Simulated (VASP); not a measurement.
Write the native input for VASP 6.6.1 that does the following.

```yaml
Task: single point
Functional: PBE
Potentials_or_basis: VASP PAW PBE potentials, release 64 (Fe, O)
Cutoff: 520 eV
k_mesh: 11 × 11 × 11
Occupations: fermi-dirac, width 0.05 eV
Spin: collinear spin, ferromagnetic start
Starting_moments: "[3.0, 0.0] μB"
Dipole_correction: no
Further_INCAR_settings: ALGO = Normal; EDIFF = 1e-07; NBANDS = 18
```

The structure of FeO (Wuestite) lies in POSCAR:

```
FeO
1.0
    1.5388076799      0.8884310282      2.5527334195
   -1.5388076799      0.8884310282      2.5527334195
    0.0000000000     -1.7768620564      2.5527334195
Fe O
1 1
Direct
    0.0000000000      0.0000000000      0.0000000000
    0.5000000000      0.5000000000      0.5000000000
```

One way to write it, as run:

INCAR

```
PREC = Accurate
ENCUT = 520
EDIFF = 1E-7
ISMEAR = -1
SIGMA = 0.05
LREAL = False
LASPH = True
NELM = 150
ALGO = Normal
ISIF = 2
LWAVE = False
LCHARG = False
ISPIN = 2
MAGMOM = 3 0
LORBIT = 11
LMAXMIX = 4
GGA = PE
NBANDS = 18
```

KPOINTS

```
regular mesh
0
Gamma
  11 11 11
```

Potentials or basis: VASP PAW PBE potentials, release 64 (Fe, O).

Launch:

```bash
$ cat potpaw_PBE.64/Fe/POTCAR potpaw_PBE.64/O/POTCAR > POTCAR
$ mpirun -np 1 vasp_std > vasp.out
```

Results of the run:

| Item | Value |
| --- | --- |
| Pressure | -7.6 GPa |
| Band gap on the k mesh | zero (filled and empty bands overlap) |
| Net moment | 4.00 μB per cell |
| Site moments | Fe +3.62; O +0.29 μB |
| Valence electrons inside the program's atomic spheres | Fe 6.66; O 4.97 |

Caveat: a cell with one magnetic atom can't hold antiferromagnetic order, which such compounds often take; semilocal functionals often make such compounds metallic where correlation or magnetic order opens a gap, which also shifts bond lengths.

Wall time 85 s on 1 thread of Intel(R) Xeon(R) Platinum 8259CL CPU @ 2.50GHz (Skylake/Cascade Lake), on a shared host, peak memory 0.21 GiB.
